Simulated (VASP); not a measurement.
A run of VASP 6.6.1:

INCAR

```
SYSTEM = TiAl
ALGO = Normal ; EDIFF = 1E-6
ENCUT = 520 ; GGA = PE
ISIF = 2 ; ISMEAR = 0
LASPH = .TRUE. ; LCHARG = .FALSE.
LREAL = .FALSE. ; LWAVE = .FALSE.
NBANDS = 14 ; NELM = 60
PREC = Accurate ; SIGMA = 0.15
```

File KPOINTS:

```
k-points
0
G
  18 18 10
  0 0 0
```

File POSCAR:

```
TiAl
1.0
    2.8450000000      0.0000000000      0.0000000000
   -1.4225000000      2.4638422738      0.0000000000
    0.0000000000      0.0000000000      4.8343000000
Ti Al
1 1
Direct
    0.0000000000      0.0000000000      0.0000000000
    0.3333333333      0.6666666667      0.5000000000
```

Potentials or basis: VASP PAW PBE potentials, release 64 (Ti_sv, Al).

The run is started by

```console
$ cat potpaw_PBE.64/Ti_sv/POTCAR potpaw_PBE.64/Al/POTCAR > POTCAR
$ mpirun -np 1 vasp_std > vasp.out
```

Hardware: 1 thread of Intel(R) Xeon(R) 6975P-C (Granite Rapids), with other jobs on the host.

Task: How long does it take, and how much memory?

Result: Wall time 30 s on 1 thread of Intel(R) Xeon(R) 6975P-C (Granite Rapids) (shared host), peak memory 0.23 GiB. Counts: scf iterations 14, k points 222.
